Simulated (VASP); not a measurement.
Ti3H2:

```
CELL_PARAMETERS angstrom
2.97000 0.00000 0.00000
-1.48500 2.57210 0.00000
0.00000 0.00000 7.26000
ATOMIC_POSITIONS crystal
Ti 0.33333 0.66667 0.33330
Ti 0.66667 0.33333 0.66670
Ti 0.00000 0.00000 0.00000
H 0.33333 0.66667 0.08330
H 0.66667 0.33333 0.91670
```

* Program: VASP 6.6.1
* Task: relaxation of cell and atoms
* Functional: PBE
* Potentials or basis: VASP PAW PBE potentials, release 64 (Ti_sv, H)
* Cutoff: 600 eV
* k mesh: 6 × 6 × 3
* Occupations: gaussian, width 0.2 eV
* Spin: no spin polarisation

At the start: pressure 6.4 GPa; volume 11.09 Å³/atom.

Question: Where does the relaxation end?

Answer: Over 8 steps the energy falls by 46.1 meV/atom and the volume is 11.58 Å³/atom (+4.4 %); space group P-3m1 (No. 164, to 0.05 Å).

The path:
| step | energy change (eV) | largest force (eV/Å) | pressure (GPa) | volume (Å³) |
| --- | --- | --- | --- | --- |
| 1 | 0.0000 | 1.3041 | 6.36 | 55.46 |
| 2 | -0.1596 | 0.4898 | -2.19 | 59.06 |
| 3 | -0.1598 | 0.4711 | -2.40 | 59.17 |
| 4 | -0.2002 | 0.3159 | -0.71 | 58.27 |
| 5 | -0.2098 | 0.3205 | 0.78 | 57.59 |
| 6 | -0.2212 | 0.1950 | 0.15 | 57.86 |
| 7 | -0.2251 | 0.1122 | -0.47 | 58.14 |
| 8 | -0.2306 | 0.0182 | -0.03 | 57.88 |

Final structure:
```
Ti H
1.0
     2.98518    0.00000    0.00000
    -1.49259    2.58524    0.00000
     0.00000    0.00000    7.49931
Ti H
3 2
Direct
  0.33333 0.66667 0.35083
  0.66667 0.33333 0.64917
  0.00000 0.00000 0.00000
  0.33333 0.66667 0.09522
  0.66667 0.33333 0.90478
```

Caveat: the k points lie up to 0.41 Å⁻¹ apart in the final cell; the relaxation stopped at a loose force limit of 0.08 eV/Å, so its end isn't a converged minimum.
